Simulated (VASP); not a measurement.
# FeSi (P2_13) in VASP: notebook, part 2 of 2

VASP 6.6.1.

## Step 4: Relaxation of the atoms, PBE (11.66 Å³/atom)

This run uses another cell than the first one, of 11.66 Å³/atom.

The input, INCAR:

```
SYSTEM = FeSi
PREC = Accurate
ENCUT = 520
EDIFF = 1E-6
ISMEAR = 0
SIGMA = 0.01
LREAL = .FALSE.
LASPH = .TRUE.
NELM = 80
ALGO = Normal
ISIF = 2
LWAVE = .FALSE.
LCHARG = .FALSE.
GGA = PE
IBRION = 2
NSW = 50
EDIFFG = -0.01
```

The input, KPOINTS:

```
Automatic mesh
0
G
  8 8 8
  0 0 0
```

The input, POSCAR:

```
FeSi
1.0
    4.5352068804      0.0000000000      0.0000000000
    0.0000000000      4.5352068804      0.0000000000
    0.0000000000      0.0000000000      4.5352068804
Fe Si
4 4
Direct
    0.1345070788      0.1345070788      0.1345070788
    0.3654929212      0.8654929212      0.6345070788
    0.6345070788      0.3654929212      0.8654929212
    0.8654929212      0.6345070788      0.3654929212
    0.8400466437      0.8400466437      0.8400466437
    0.6599533563      0.1599533563      0.3400466437
    0.3400466437      0.6599533563      0.1599533563
    0.1599533563      0.3400466437      0.6599533563
```

Potentials or basis: VASP PAW PBE potentials, release 64 (Fe, Si).

The run is started by

```
> cat potpaw_PBE.64/Fe/POTCAR potpaw_PBE.64/Si/POTCAR > POTCAR
> mpirun -np 1 vasp_std > vasp.out
```

OUTCAR:

```text
SYSTEM = FeSi
   PREC = Accurate
   ENCUT = 520
   EDIFF = 1E-6
   ISMEAR = 0
   LREAL = .FALSE.
   LASPH = .TRUE.
   NELM = 80
   ISIF = 2
   GGA = PE
   IBRION = 2
   NSW = 50
   EDIFFG = -0.01

 ion  position               nearest neighbor table
   1  0.135  0.135  0.135-   5 2.31   6 2.35   7 2.35   8 2.35   6 2.56   7 2.56   8 2.56   3 2.78
                             4 2.78   2 2.78   2 2.78   4 2.78   3 2.78
   2  0.365  0.865  0.635-   6 2.31   5 2.35   7 2.35   8 2.35   8 2.56   5 2.56   7 2.56   1 2.78
                             1 2.78   3 2.78   3 2.78   4 2.78   4 2.78
   3  0.635  0.365  0.865-   7 2.31   6 2.35   5 2.35   8 2.35   8 2.56   5 2.56   6 2.56   1 2.78
                             4 2.78   2 2.78   2 2.78   4 2.78   1 2.78
   4  0.865  0.635  0.365-   8 2.31   6 2.35   7 2.35   5 2.35   6 2.56   7 2.56   5 2.56   1 2.78
                             3 2.78   2 2.78   1 2.78   2 2.78   3 2.78
   5  0.840  0.840  0.840-   1 2.31   2 2.35   3 2.35   4 2.35   2 2.56   3 2.56   4 2.56   6 2.81
                             7 2.81   8 2.81   6 2.81   8 2.81   7 2.81
   6  0.660  0.160  0.340-   2 2.31   1 2.35   3 2.35   4 2.35   4 2.56   1 2.56   3 2.56   8 2.81
                             5 2.81   5 2.81   7 2.81   7 2.81   8 2.81
   7  0.340  0.660  0.160-   3 2.31   2 2.35   1 2.35   4 2.35   4 2.56   1 2.56   2 2.56   8 2.81
                             5 2.81   8 2.81   6 2.81   6 2.81   5 2.81
   8  0.160  0.340  0.660-   4 2.31   2 2.35   3 2.35   1 2.35   2 2.56   3 2.56   1 2.56   7 2.81
                             5 2.81   7 2.81   5 2.81   6 2.81   6 2.81

  LATTYP: Found a simple cubic cell.
 ALAT       =     4.5352068804

[... 205 lines left out ...]
  in kB     -113.6262043   -113.6262043   -113.6262043     -0.0000000     -0.0000000      0.0000000
  external PRESSURE =    -113.6262043 kB  Pullay stress =       0.0000000 kB
[... 113 lines left out ...]
--------------------------------------- Ionic step        4  -------------------------------------------

 number of electron      47.9999984 magnetization

 Free energy of the ion-electron system (eV)
  ---------------------------------------------------
  ext. energy  EPLUGINS =         0.00000000
  ---------------------------------------------------
  free energy    TOTEN  =       -58.59176902 eV

  energy without entropy =      -58.59176902  energy(sigma->0) =      -58.59176902

 E-fermi :   9.0649     XC(G=0): -12.5094

 val. band max:        8.9749045213   @ k =  -0.1250   0.2500   0.0000
 cond. band min:       9.1387031754   @ k =   0.2500   0.2500   0.0000
 fundamental gap:      0.1637986541
 Fermi energy:         9.0648756408

 k-point     1 :       0.0000    0.0000    0.0000
  band No.  band energies     occupation
      1      -3.7942      2.00000
      2       1.3593      2.00000
      3       1.3593      2.00000
      4       1.3593      2.00000
      5       4.1735      2.00000
      6       4.1735      2.00000
[... 757 lines left out ...]
     28      10.9196      0.00000
     29      11.2111      0.00000

 [... further k-points ...]

------------------------ aborting loop because EDIFF is reached ----------------------------------------

  FORCE on cell =-STRESS in cart. coord.  units (eV):
  Direction    XX          YY          ZZ          XY          YZ          ZX
  --------------------------------------------------------------------------------------
  -------------------------------------------------------------------------------------
  Total       -6.4420078     -6.4420078     -6.4420078      0.0000000      0.0000000      0.0000000
  in kB     -110.6472233   -110.6472233   -110.6472233      0.0000000      0.0000000      0.0000000
  external PRESSURE =    -110.6472233 kB  Pullay stress =       0.0000000 kB
[... 23 lines left out ...]
  FREE ENERGIE OF THE ION-ELECTRON SYSTEM (eV)
  ---------------------------------------------------
  free  energy   TOTEN  =       -58.5917690243 eV

  energy  without entropy=      -58.5917690243  energy(sigma->0) =      -58.59176902

 reached required accuracy - stopping structural energy minimisation
```

OSZICAR:

```text
N       E                     dE             d eps       ncg     rms          rms(c)
DAV:   1     0.346665469100E+03    0.34667E+03   -0.19907E+04  2610   0.181E+03
DAV:   2    -0.279501937642E+02   -0.37462E+03   -0.36445E+03  2610   0.412E+02
DAV:   3    -0.649332777114E+02   -0.36983E+02   -0.34017E+02  3874   0.137E+02
[... 25 lines left out ...]
   3 F= -.58591754E+02 E0= -.58591754E+02  d E =-.213620E-02
       N       E                     dE             d eps       ncg     rms          rms(c)
DAV:   1    -0.585917607594E+02   -0.76130E-05   -0.82207E-03  2610   0.508E-01    0.161E-02
DAV:   2    -0.585917689026E+02   -0.81432E-05   -0.80978E-05  3709   0.937E-02    0.108E-02
DAV:   3    -0.585917690243E+02   -0.12169E-06   -0.46761E-06  2570   0.241E-02
   4 F= -.58591769E+02 E0= -.58591769E+02  d E =-.215159E-02
```

Wall time 8.7 min (1 thread of AMD EPYC 9755, shared host); peak memory 0.24 GiB.

Results:

```
Free energy                  : -58.5918 eV
Energy gained by relaxing    : 0.3 meV/atom
Ionic steps                  : 4
Pressure after relaxing      : -11.1 GPa
Largest force after relaxing : 0.009 eV/Å
Band gap on the k mesh       : 0.16 eV (least direct gap 0.17 eV)
```

Forces in eV/Å, atoms in the order of the input:
```
Fe  -0.004 -0.004 -0.004
Fe   0.004  0.004 -0.004
Fe  -0.004  0.004  0.004
Fe   0.004 -0.004  0.004
Si   0.005  0.005  0.005
Si  -0.005 -0.005  0.005
Si   0.005 -0.005 -0.005
Si  -0.005  0.005 -0.005
```

The path:
| step | energy change (eV) | largest force (eV/Å) | pressure (GPa) |
| --- | --- | --- | --- |
| 1 | 0.0000 | 0.0855 | -11.36 |
| 2 | -0.0015 | 0.0496 | -11.18 |
| 3 | -0.0021 | 0.0117 | -11.02 |
| 4 | -0.0022 | 0.0090 | -11.06 |

Final structure:
```
Fe Si
1.0
     4.53521    0.00000    0.00000
     0.00000    4.53521    0.00000
     0.00000    0.00000    4.53521
Fe Si
4 4
Direct
  0.13333 0.13333 0.13333
  0.36667 0.86667 0.63333
  0.63333 0.36667 0.86667
  0.86667 0.63333 0.36667
  0.83936 0.83936 0.83936
  0.66064 0.16064 0.33936
  0.33936 0.66064 0.16064
  0.16064 0.33936 0.66064
```

A k mesh can miss the band edges. Spin polarisation is off, so any magnetic state and its effect on volume and gap are missing.

## Step 5: Summary

```tsv
cell	gap on the mesh (eV)	pressure (GPa)	largest force (eV/Å)
atoms relaxed from a = 4.403 Å, 8 atoms, atomic positions A	0.16	7.3	-
atoms relaxed from a = 4.492 Å, 8 atoms, atomic positions A	0.16	-6.0	0.01
atoms relaxed from a = 4.535 Å, 8 atoms, atomic positions B	0.16	-11.1	0.01
```

Alike in all rows: task relaxation of the atoms; level PBE; potentials or basis VASP PAW PBE potentials, release 64 (Fe, Si); no spin polarisation; k mesh 8 × 8 × 8; cutoff (eV) 520; smearing gaussian 0.01 eV.

Absolute energies hang on the potentials; compare differences alone.
